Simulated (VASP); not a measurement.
# TaAs in VASP: a series of runs

Runs on TaAs. Level: PBE. Tasks: single point.

All numbers are computed with VASP 6.6.1; they aren't measurements. Logs are shortened: lines on timing, memory, paths and dates and some standing lists are left out, and cuts for length are marked.

## Step 1: The cell of the first run

The cell holds a sheet with vacuum, 2 atoms: a = 3.326 Å, b = 3.326 Å, c = 25.740 Å, α = 90.00°, β = 90.00°, γ = 90.00°.

## Step 2: Single point, PBE

File INCAR:

```
SYSTEM = TaAs
PREC = Accurate
ENCUT = 520
EDIFF = 1E-6
ISMEAR = 0
SIGMA = 0.1
LREAL = .False.
LASPH = .True.
NELM = 80
ALGO = Normal
ISIF = 2
LWAVE = .False.
LCHARG = .False.
LDIPOL = .True.
IDIPOL = 3
DIPOL = 0.5 0.5 0.291
GGA = PE
NBANDS = 15
```

File KPOINTS:

```
regular mesh
0
Gamma
  16 16 1
  0 0 0
```

File POSCAR:

```
TaAs
1.0
    3.3258607568      0.0000000000      0.0000000000
    0.0000000000      3.3258607568      0.0000000000
    0.0000000000      0.0000000000     25.7402896000
Ta As
1 1
Direct
    0.0000000000      0.0000000000      0.2717799894
    0.5000000000      0.5000000000      0.3109640369
```

Potentials or basis: VASP PAW PBE potentials, release 64 (Ta_pv, As).

Run with:

```sh
$ cat potpaw_PBE.64/Ta_pv/POTCAR potpaw_PBE.64/As/POTCAR > POTCAR
$ mpirun -np 1 vasp_std > vasp.out
```

OUTCAR:

```text
SYSTEM = TaAs
   PREC = Accurate
   ENCUT = 520
   EDIFF = 1E-6
   ISMEAR = 0
   LREAL = .False.
   LASPH = .True.
   NELM = 80
   ISIF = 2
   GGA = PE

 ion  position               nearest neighbor table
   1  0.000  0.000  0.272-   2 2.56   2 2.56   2 2.56   2 2.56
   2  0.500  0.500  0.311-   1 2.56   1 2.56   1 2.56   1 2.56

  LATTYP: Found a simple tetragonal cell.
 ALAT       =     3.3258607568
 C/A-ratio  =     7.7394369405

  Lattice vectors:

 A1 = (   3.3258607568,   0.0000000000,   0.0000000000)
 A2 = (   0.0000000000,   3.3258607568,   0.0000000000)
 A3 = (   0.0000000000,   0.0000000000,  25.7402896000)

Analysis of symmetry for initial positions (statically):
=====================================================================
 Subroutine PRICEL returns:
 Original cell was already a primitive cell.

 Routine SETGRP: Setting up the symmetry group for a
 simple tetragonal supercell.

 Subroutine GETGRP returns: Found  8 space group operations
 (whereof  8 operations were pure point group operations)
 out of a pool of 16 trial point group operations.

The static configuration has the point symmetry C_4v.

Analysis of symmetry for dynamics (positions and initial velocities):
=====================================================================
 Subroutine PRICEL returns:
 Original cell was already a primitive cell.

 Routine SETGRP: Setting up the symmetry group for a
 simple tetragonal supercell.

 Subroutine GETGRP returns: Found  8 space group operations
 (whereof  8 operations were pure point group operations)
 out of a pool of 16 trial point group operations.

The dynamic configuration has the point symmetry C_4v.

 Subroutine INISYM returns: Found  8 space group operations
 (whereof  8 operations are pure point group operations),
 and found     1 'primitive' translations

----------------------------------------------------------------------------------------

                                     Primitive cell

  volume of cell :     284.7223

  direct lattice vectors                    reciprocal lattice vectors
     3.325860757  0.000000000  0.000000000     0.300674043  0.000000000  0.000000000
     0.000000000  3.325860757  0.000000000     0.000000000  0.300674043  0.000000000
     0.000000000  0.000000000 25.740289600     0.000000000  0.000000000  0.038849602

  length of vectors
     3.325860757  3.325860757 25.740289600     0.300674043  0.300674043  0.038849602

  position of ions in fractional coordinates (direct lattice)
     0.000000000  0.000000000  0.271779989
     0.500000000  0.500000000  0.310964037

  ion indices of the primitive-cell ions
   primitive index   ion index
                 1           1
                 2           2

----------------------------------------------------------------------------------------

 KPOINTS: regular mesh

Automatic generation of k-mesh.
 Grid dimensions read from file:
 generate k-points for:   16   16    1

 Generating k-lattice:

  Cartesian coordinates                     Fractional coordinates (reciprocal lattice)
     0.018792128  0.000000000  0.000000000     0.062500000  0.000000000  0.000000000
     0.000000000  0.018792128  0.000000000     0.000000000  0.062500000  0.000000000
     0.000000000  0.000000000  0.038849602     0.000000000  0.000000000  1.000000000

  Length of vectors
     0.018792128  0.018792128  0.038849602

  Shift w.r.t. Gamma in fractional coordinates (k-lattice)
     0.000000000  0.000000000  0.000000000

 Subroutine IBZKPT returns following result:
 ===========================================

 Found     45 irreducible k-points:

 Following reciprocal coordinates:
            Coordinates               Weight
  0.000000  0.000000  0.000000      1.000000
  0.062500  0.000000  0.000000      4.000000
  0.125000  0.000000  0.000000      4.000000
  0.187500  0.000000  0.000000      4.000000
  0.250000  0.000000  0.000000      4.000000
  0.312500  0.000000  0.000000      4.000000
[... 16 lines left out ...]
  0.437500  0.125000  0.000000      8.000000
  0.500000  0.125000  0.000000      4.000000
 [... further k-points ...]
   k-points           NKPTS =     45   k-points in BZ     NKDIM =     45   number of bands    NBANDS=     15
   number of dos      NEDOS =    301   number of ions     NIONS =      2
   total plane-waves  NPLWV = 150528
   dimension x,y,z NGX =    28 NGY =   28 NGZ =  192
   dimension x,y,z NGXF=    56 NGYF=   56 NGZF=  384
   ions per type =               1   1
   NGX,Y,Z   is equivalent  to a cutoff of  14.00, 14.00, 12.40 a.u.
   NGXF,Y,Z  is equivalent  to a cutoff of  27.99, 27.99, 24.80 a.u.
 SYSTEM =  TaAs
   PREC   = accura    normal or accurate (medium, high low for compatibility)
   ISTART =      0    job   : 0-new  1-cont  2-samecut
   ICHARG =      2    charge: 1-file 2-atom 10-const
   ISPIN  =      1    spin polarized calculation?
   LNONCOLLINEAR =      F non collinear calculations
   LSORBIT =      F    spin-orbit coupling
   LASPH  =      T    aspherical Exc in radial PAW
   ENCUT  =  520.0 eV  38.22 Ry    6.18 a.u.   6.18  6.18 47.86*2*pi/ulx,y,z
   NELM   =     80;   NELMIN=  2; NELMDL= -5     # of ELM steps
   EDIFF  = 0.1E-05   stopping-criterion for ELM
   LREAL  =      F    real-space projection
   EDIFFG = 0.1E-04   stopping-criterion for IOM
   NSW    =      0    number of steps for IOM
   IBRION =     -1    ionic relax: 0-MD 1-quasi-New 2-CG
   NFREE  =      0    steps in history (QN), initial steepest desc. (CG)
   ISIF   =      2    stress and relaxation
   ISYM   =      2    0-nonsym 1-usesym 2-fastsym
   POTIM  = 0.5000    time-step for ionic-motion
   TEBEG  =    0.0;   TEEND  =   0.0 temperature during run
   PSTRESS=    0.0 pullay stress
   NELECT =      16.0000    total number of electrons
   NUPDOWN=      -1.0000    fix difference up-down
   EMIN   =  10.00;   EMAX   =-10.00  energy-range for DOS
   EFERMI =   0.00;   METHOD = LEGACY
   ISMEAR =     0;   SIGMA  =   0.10  broadening in eV -4-tet -1-fermi 0-gaus
   EFERMI_NEDOS =   21; number of points for ismear=-14 and -15
   IALGO  =     38    algorithm
   IMIX   =      4    mixing-type and parameters
     AMIX     =   0.40;   BMIX     =  1.00
     AMIX_MAG =   1.60;   BMIX_MAG =  1.00
  volume/ion in A,a.u.               =     142.36       960.70
  Fermi-wavevector in a.u.,A,eV,Ry     =   0.627058  1.184968  5.349833  0.393202
  Thomas-Fermi vector in A             =   1.688526
   LORBIT       =      0    0 simple, 1 ext, 2 COOP (PROOUT), +10 PAW based schemes
   GGA     = PE    functional components
   LHFCALC =     F    Hartree Fock is set to
   AEXX    =    0.0000 exact exchange contribution
   IVDW    =     0    specifies the selected vdW correction
   LEPSILON=     F    determine dielectric tensor
   LRPA    =     F    only Hartree local field effects (RPA)
 non-spin polarized calculation
 Gauss-broadening in eV      SIGMA  =   0.10
  energy-cutoff  :      520.00
  volume of cell :      284.72
 maximum number of plane-waves:      7724
 NGX is ok and might be reduce to    28
   NGX = 13   NGY = 13   NGZ = 95

 number of electron      15.9999998 magnetization

 dipolmoment           0.000000      0.000000      0.014308 electrons x Angstroem

 Free energy of the ion-electron system (eV)
  ---------------------------------------------------
  ext. energy  EPLUGINS =         0.00000000
  ---------------------------------------------------
  free energy    TOTEN  =       -14.58447746 eV

  energy without entropy =      -14.56653384  energy(sigma->0) =      -14.57550565

 E-fermi :  -3.1479     XC(G=0):  -2.1994

 val. band max:       -3.1576955412   @ k =   0.2500   0.1875   0.0000
 cond. band min:      -3.1380316485   @ k =   0.2500   0.2500   0.0000
 fundamental gap:      0.0196638927
 Fermi energy:        -3.1478806908

 k-point     1 :       0.0000    0.0000    0.0000
  band No.  band energies     occupation
      1     -38.2049      2.00000
      2     -37.9408      2.00000
      3     -37.9408      2.00000
      4     -15.4263      2.00000
      5      -7.3591      2.00000
      6      -5.3537      2.00000
      7      -3.8935      2.00000
      8      -3.8935      2.00000
      9      -3.7289      2.00000
     10      -1.3779      0.00000
     11       0.0781      0.00000
     12       0.6791      0.00000
     13       0.6791      0.00000
     14       0.9092      0.00000
     15       1.4756      0.00000

 k-point     2 :       0.0625    0.0000    0.0000
  band No.  band energies     occupation
      1     -38.2041      2.00000
      2     -37.9489      2.00000
      3     -37.9399      2.00000
      4     -15.3762      2.00000
      5      -7.3186      2.00000
      6      -5.4352      2.00000
      7      -4.1109      2.00000
      8      -3.9348      2.00000
      9      -3.4569      1.99999
     10      -1.5114      0.00000
     11       0.0019      0.00000
     12       0.4704      0.00000
     13       0.9050      0.00000
     14       0.9901      0.00000
     15       1.5315      0.00000
[... 365 lines left out ...]
      3     -37.9482      2.00000
      4     -13.7210      2.00000
      5      -8.6780      2.00000
      6      -6.1460      2.00000
      7      -4.4961      2.00000
      8      -3.4226      1.99990
      9      -2.5821      0.00000
     10      -2.4512      0.00000
     11      -0.6641      0.00000
     12       0.6774      0.00000
     13       1.9870      0.00000
     14       3.4048      0.00000
     15       3.7643      0.00000

 k-point    24 :       0.5000    0.1250    0.0000
  band No.  band energies     occupation
      1     -38.1808      2.00000
      2     -38.1448      2.00000
      3     -37.9473      2.00000
      4     -13.6356      2.00000
      5      -8.8181      2.00000
      6      -6.1719      2.00000
      7      -4.2993      2.00000
      8      -3.4008      1.99965
      9      -2.6267      0.00000
     10      -2.5697      0.00000
     11      -0.5978      0.00000
     12       0.7699      0.00000
     13       1.9129      0.00000
     14       3.6560      0.00000
     15       4.0311      0.00000

 [... further k-points ...]

------------------------ aborting loop because EDIFF is reached ----------------------------------------

 vacuum level on the upper side and lower side of the slab       (xc-potential included)         0.107        -0.122

  FORCE on cell =-STRESS in cart. coord.  units (eV):
  Direction    XX          YY          ZZ          XY          YZ          ZX
  --------------------------------------------------------------------------------------
  -------------------------------------------------------------------------------------
  Total        0.0799054      0.0799054      0.0231852      0.0000000      0.0000000     -0.0000000
  in kB        0.4496404      0.4496404      0.1304667      0.0000000      0.0000000     -0.0000000
  external PRESSURE =       0.3432492 kB  Pullay stress =       0.0000000 kB

 VOLUME and BASIS-vectors are now :
 -----------------------------------------------------------------------------
  energy-cutoff  :      520.00
  volume of cell :      284.72
      direct lattice vectors                 reciprocal lattice vectors
     3.325860757  0.000000000  0.000000000     0.300674043  0.000000000  0.000000000
     0.000000000  3.325860757  0.000000000     0.000000000  0.300674043  0.000000000
     0.000000000  0.000000000 25.740289600     0.000000000  0.000000000  0.038849602

 POSITION                                       TOTAL-FORCE (eV/Angst)
 -----------------------------------------------------------------------------------
      0.00000      0.00000      6.99570         0.000000     -0.000000     -0.029270
      1.66293      1.66293      8.00430         0.000000      0.000000      0.029270
 -----------------------------------------------------------------------------------
    total drift:                               -0.000000      0.000000      0.000209

  FREE ENERGIE OF THE ION-ELECTRON SYSTEM (eV)
  ---------------------------------------------------
  free  energy   TOTEN  =       -14.5844774616 eV

  energy  without entropy=      -14.5665338429  energy(sigma->0) =      -14.57550565

 vacuum level on the upper side and lower side of the slab         1.483         1.320
```

Wall time 9.3 min (1 thread of AMD EPYC 7R13, shared host); peak memory 0.5 GiB.

Results:

```yaml
Free_energy: -14.5845 eV
Largest_force: 0.029 eV/Å
Band_gap_on_the_k_mesh: zero (band 8 reaches -2.67 eV, above the bottom of band 9 at -3.73 eV)
```

Forces in eV/Å, atoms in the order of the input:
```
Ta   0.000  0.000 -0.029
As   0.000  0.000  0.029
```

Caveat: spin-orbit coupling is left out, which moves the levels of the heavy elements.

## Step 3: Single point, PBE

This run uses another cell than the first one, of 143.26 Å³/atom, 1.006 times its volume.

File INCAR:

```
SYSTEM = TaAs
PREC = Accurate
ENCUT = 520
EDIFF = 1E-6
ISMEAR = 0
SIGMA = 0.1
LREAL = .False.
LASPH = .True.
NELM = 100
ALGO = Normal
ISIF = 2
LWAVE = .False.
LCHARG = .True.
LDIPOL = .True.
IDIPOL = 3
DIPOL = 0.5 0.5 0.291
GGA = PE
LELF = .True.
LVHAR = .True.
LVACPOTAV = .True.
NBANDS = 15
```

KPOINTS is that of step 2.

File POSCAR:

```
TaAs
1.0
    3.3363922808      0.0000000000      0.0000000000
    0.0000000000      3.3363922808      0.0000000000
    0.0000000000      0.0000000000     25.7402896000
Ta As
1 1
Direct
    0.0000000000      0.0000000000      0.2723470300
    0.5000000000      0.5000000000      0.3103969963
```

Potentials or basis: VASP PAW PBE potentials, release 64 (Ta_pv, As).

Run with:

```sh
$ cat potpaw_PBE.64/Ta_pv/POTCAR potpaw_PBE.64/As/POTCAR > POTCAR
$ mpirun -np 1 vasp_std > vasp.out
```

It took 11 min on 1 thread of AMD EPYC 7R13, shared host; peak memory 0.51 GiB.

Results (log left out):

```yaml
Free_energy: -14.5833 eV
Largest_force: 0.095 eV/Å
Band_gap_on_the_k_mesh: zero (band 8 reaches -2.67 eV, above the bottom of band 9 at -3.73 eV)
```

Forces in eV/Å, atoms in the order of the input:
```
Ta   0.000  0.000 -0.095
As   0.000  0.000  0.095
```

Levels at points of the mesh, in eV from the Fermi level:
```
           k point  band 5  band 6  band 7  band 8  band 9  band 10  band 11  band 12
(0.00, 0.00, 0.00)   -4.17   -2.23   -0.77   -0.77   -0.57     1.69     3.32     3.73
(0.50, 0.00, 0.00)   -5.98   -2.21   -2.07   -0.34    0.72     1.39     1.61     3.71
(0.50, 0.50, 0.00)   -4.21   -4.21   -1.76    0.49    1.03     1.03     3.69     4.05
```

Caveat: spin-orbit coupling is left out, which moves the levels of the heavy elements.
